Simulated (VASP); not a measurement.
A run of VASP 6.6.1:

INCAR

```
SYSTEM = Rb
ALGO = Normal ; EDIFF = 1E-6
ENCUT = 520 ; GGA = PS
ISIF = 2 ; ISMEAR = -1
LASPH = .TRUE. ; LCHARG = .FALSE.
LREAL = .FALSE. ; LWAVE = .FALSE.
NBANDS = 10 ; NELM = 100
PREC = Accurate ; SIGMA = 0.1
```

Contents of KPOINTS:

```
k-points
0
G
  11 11 11
  0 0 0
```

The input POSCAR:

```
Rb
1.0
    4.5480067166      0.0000000000      0.0000000000
    0.0000000000      4.5480067166      0.0000000000
    0.0000000000      0.0000000000      4.5480067166
Rb
1
Direct
    0.0000000000      0.0000000000      0.0000000000
```

Potentials or basis: VASP PAW PBE potentials, release 64 (Rb_sv).

Launch:

```console
$ cat potpaw_PBE.64/Rb_sv/POTCAR > POTCAR
$ mpirun -np 1 vasp_std > vasp.out
```

Hardware: 1 thread of Intel Xeon 8259CL, on a shared host.

Task: Estimate the wall time of this run.

Result: Run time: 54 s on 1 thread of Intel Xeon 8259CL, on a shared host, peak memory 0.22 GiB. Counts: scf iterations 10, k points 56.
